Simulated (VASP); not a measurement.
Input of a VASP 6.6.1 run:

INCAR

```
ALGO = Fast
EDIFF = 1E-7
EDIFFG = -0.04
ENCUT = 600
GGA = PE
IBRION = 2
ISIF = 3
ISMEAR = 0
LASPH = T
LCHARG = F
LREAL = F
LWAVE = F
NELM = 100
NSW = 90
PREC = Accurate
SIGMA = 0.1
```

Contents of KPOINTS:

```
k-points
0
Gamma
  3 3 4
```

Contents of POSCAR:

```
Ba3Hf
1.0
    7.2862985403      0.0000000000      0.0000000000
   -3.6431492701      6.3101196354      0.0000000000
    0.0000000000      0.0000000000      5.8483787984
Ba Hf
6 2
Direct
    0.8330000000      0.6660000000      0.2500000000
    0.1670000000      0.8330000000      0.7500000000
    0.3340000000      0.1670000000      0.2500000000
    0.1670000000      0.3340000000      0.7500000000
    0.8330000000      0.1670000000      0.2500000000
    0.6660000000      0.8330000000      0.7500000000
    0.3333333333      0.6666666667      0.2500000000
    0.6666666667      0.3333333333      0.7500000000
```

Potentials or basis: VASP PAW PBE potentials, release 64 (Ba_sv, Hf_pv).

Launch:

```console
$ cat potpaw_PBE.64/Ba_sv/POTCAR potpaw_PBE.64/Hf_pv/POTCAR > POTCAR
$ mpirun -np 1 vasp_std > vasp.out
```

Problem. What does it give for the space group after relaxing (to 0.1 Å)?

Solution. P6_3/mmc (No. 194).

Problem. Estimate the band gap on the k mesh.

Solution. Zero (bands 40 and 41 overlap by 0.57 eV).

Step by step:
```
step  energy change (eV)  largest force (eV/Å)  pressure (GPa)  volume (Å³)
   1              0.0000                0.3945            7.14       268.89
   2             -1.5213                0.3804            1.20       331.46
   3             -1.6077                0.3813           -0.46       364.55
   4             -1.6172                0.3811           -0.12       356.55
   5             -1.6169                0.3815           -0.03       354.64
   6             -1.6597                0.3125           -0.01       354.55
   7             -1.7374                0.0732            0.07       354.26
   8             -1.7437                0.0435            0.11       354.13
   9             -1.7536                0.0266           -0.04       357.24
```

Caveat: the volume moved by over 15 % at a fixed basis, so the end points are rough; spin-orbit coupling is left out, which moves the levels of the heavy elements.
